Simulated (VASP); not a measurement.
A run of VASP 6.6.1 is set up as follows.

File INCAR:

```
SYSTEM = CaIr2S4
PREC = Accurate ; ENCUT = 500
EDIFF = 1E-6 ; ISMEAR = 0
SIGMA = 0.02 ; LREAL = .FALSE.
LASPH = .TRUE. ; NELM = 120
ALGO = Normal ; ISIF = 2
LWAVE = .FALSE. ; LCHARG = .FALSE.
GGA = PE ; NBANDS = 65
GGA_COMPAT = .FALSE.
```

Contents of KPOINTS:

```
Automatic mesh
0
G
  6 6 6
  0 0 0
```

Contents of POSCAR:

```
CaIr2S4
1.0
    0.0000000000      5.2485820923      5.2485820923
    5.2485820923      0.0000000000      5.2485820923
    5.2485820923      5.2485820923      0.0000000000
Ca Ir S
2 4 8
Direct
    0.2500000000      0.2500000000      0.2500000000
    0.0000000000      0.0000000000      0.0000000000
    0.1250000000      0.6250000000      0.6250000000
    0.6250000000      0.6250000000      0.1250000000
    0.6250000000      0.6250000000      0.6250000000
    0.6250000000      0.1250000000      0.6250000000
    0.3974826555      0.3974826555      0.3974826555
    0.8525173445      0.4424479665      0.8525173445
    0.3974826555      0.3974826555      0.8075520335
    0.8525173445      0.8525173445      0.8525173445
    0.4424479665      0.8525173445      0.8525173445
    0.8525173445      0.8525173445      0.4424479665
    0.3974826555      0.8075520335      0.3974826555
    0.8075520335      0.3974826555      0.3974826555
```

Potentials or basis: VASP PAW PBE potentials, release 64 (Ca_sv, Ir, S).

Run with:

```bash
$ cat potpaw_PBE.64/Ca_sv/POTCAR potpaw_PBE.64/Ir/POTCAR potpaw_PBE.64/S/POTCAR > POTCAR
$ mpirun -np 1 vasp_std > vasp.out
```

Task: Estimate the largest force.

Result: 0.009 eV/Å.

Task: What does it give for the pressure?

Result: 0.2 GPa.

Task: Predict the band gap on the k mesh.

Result: 1.32 eV.

Forces in eV/Å, atoms in the order of the input:
```
Ca   0.000  0.000  0.000
Ca   0.000  0.000  0.000
Ir   0.000  0.000  0.000
Ir   0.000  0.000  0.000
Ir   0.000  0.000  0.000
Ir   0.000  0.000  0.000
S   -0.005 -0.005 -0.005
S   -0.005  0.005 -0.005
S    0.005  0.005 -0.005
S    0.005  0.005  0.005
S    0.005 -0.005 -0.005
S   -0.005 -0.005  0.005
S    0.005 -0.005  0.005
S   -0.005  0.005  0.005
```

Caveat: spin-orbit coupling is left out, which moves the levels of the heavy elements. A k mesh can miss the band edges.
